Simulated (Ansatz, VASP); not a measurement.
# Two plane-wave programs on Si

The input POSCAR:

```
Si
1.0
   -3.3772395992      3.3772395992      1.8642241059
    3.3772395992     -3.3772395992      1.8642241059
    3.3772395992      3.3772395992     -1.8642241059
Si
4
Direct
    0.1787531995      0.1787531995      0.3575063991
    0.8212468005      0.8212468005      0.6424936010
    0.1787531995      0.8212468005      0.0000000000
    0.8212468005      0.1787531995      0.0000000000
```

File INCAR.step1:

```
SYSTEM = Si
PREC = Accurate ; ENCUT = 520
ISMEAR = 0 ; SIGMA = 0.05
LREAL = .FALSE. ; LASPH = .TRUE.
NELM = 100 ; NBANDS = 16
GGA = PE ; ALGO = Normal
EDIFF = 1E-4 ; LWAVE = .TRUE.
LCHARG = .FALSE.
```

INCAR.step2

```
SYSTEM = Si
PREC = Accurate ; ENCUT = 520
EDIFF = 1E-7 ; ISMEAR = 0
SIGMA = 0.05 ; LREAL = .FALSE.
LASPH = .TRUE. ; NELM = 100
ALGO = Normal ; ISIF = 2
LWAVE = .FALSE. ; LCHARG = .FALSE.
METAGGA = R2SCAN ; LMIXTAU = .TRUE.
NBANDS = 16 ; ISTART = 1
```

File KPOINTS:

```
regular mesh
0
G
  10 10 10
  0 0 0
```

Input for Ansatz:

```yaml
crystal:
  lattice:
    - [-3.3772395992, 3.3772395992, 1.8642241059]
    - [3.3772395992, -3.3772395992, 1.8642241059]
    - [3.3772395992, 3.3772395992, -1.8642241059]
  atoms:
    - { symbol: Si, position: [0.1787531995, 0.1787531995, 0.3575063991] }
    - { symbol: Si, position: [0.8212468005, 0.8212468005, 0.642493601] }
    - { symbol: Si, position: [0.1787531995, 0.8212468005, 0.0] }
    - { symbol: Si, position: [0.8212468005, 0.1787531995, 0.0] }
basis:
  ecutwfc: 500
kpoints:
  mp_grid: { grid: [10, 10, 10] }
hamiltonian:
  xc: r2scan
scf:
  occupations: { method: gaussian, width: 0.05 }
output:
  forces: true
  stress: true
  eigenvalues: true
```

Change from the starting cell: strain +0.015 along x and y, -0.030 along z, atoms carried along.

Alike in both runs: task single point; functional r2SCAN; k mesh 10 × 10 × 10; occupations gaussian, width 0.05 eV; no spin polarisation.

```csv
,VASP,Ansatz
version,VASP 6.6.1,Ansatz 0.2.0
potentials or method,"VASP PAW PBE potentials, release 64 (Si), cutoff 520 eV","scalar-relativistic, plane waves, PAW"
valence electrons in the cell,16,16
```

|  | VASP | Ansatz | Ansatz less VASP |
| --- | --- | --- | --- |
| gap on the k mesh at the Fermi level (eV) | 0.60 | 0.59 | -0.015 |
| least direct gap on the mesh (eV) | 1.20 | 1.18 | -0.016 |
| pressure (GPa) | 0.2 | 0.4 | +0.21 |
| traceless stress, the component that is largest in VASP (GPa) | 5.79 | 5.80 | +0.008 |
| rms of the force components (eV/Å) | 0.276 | 0.279 | +0.0024 |

VASP's potentials were made for PBE, not for r2SCAN. Atom by atom the forces differ by 0.002 eV/Å (rms over components).
